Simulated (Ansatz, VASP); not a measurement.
**Two plane-wave programs on Au**

INCAR

```
SYSTEM = Au
PREC = Accurate
ENCUT = 500
EDIFF = 1E-6
ISMEAR = -1
SIGMA = 0.05
LREAL = .False.
LASPH = .True.
NELM = 120
ALGO = Normal
ISIF = 2
LWAVE = .False.
LCHARG = .False.
GGA = PE
NBANDS = 12
GGA_COMPAT = .False.
```

KPOINTS

```
Automatic mesh
0
Gamma
  10 10 10
  0 0 0
```

File POSCAR:

```
Au
1.0
    0.0000000000      2.0417608470      2.0417608470
    2.0417608470      0.0000000000      2.0417608470
    2.0417608470      2.0417608470      0.0000000000
Au
1
Direct
    0.0000000000      0.0000000000      0.0000000000
```

Input for Ansatz:

```yaml
crystal:
  lattice:
    - [0.0, 2.0417608470081516, 2.0417608470081516]
    - [2.0417608470081516, 0.0, 2.0417608470081516]
    - [2.0417608470081516, 2.0417608470081516, 0.0]
  atoms:
    - { symbol: Au, position: [0.0, 0.0, 0.0] }
basis:
  ecutwfc: 462.593566181796
kpoints:
  mp_grid:
    grid: [10, 10, 10]
hamiltonian:
  xc: pbe
scf:
  occupations:
    method: fermi_dirac
    width: 0.05
output:
  stress: true
```

Alike in both runs: task single point; functional PBE; k mesh 10 × 10 × 10; occupations fermi-dirac, width 0.05 eV; no spin polarisation.

|  | VASP | Ansatz |
| --- | --- | --- |
| version | VASP 6.6.1 | Ansatz 0.2.0 |
| potentials or method | VASP PAW PBE potentials, release 64 (Au), cutoff 500 eV | plane waves, PAW |
| valence electrons in the cell | 11 | 19 |

```csv
,VASP,Ansatz,Ansatz less VASP
pressure (GPa),9.1,9.4,+0.28
```

VASP's potentials hold 11 valence electrons a cell and Ansatz's 19, so a difference there can come from the potentials and not from the codes.

Neither program's run includes spin-orbit coupling.
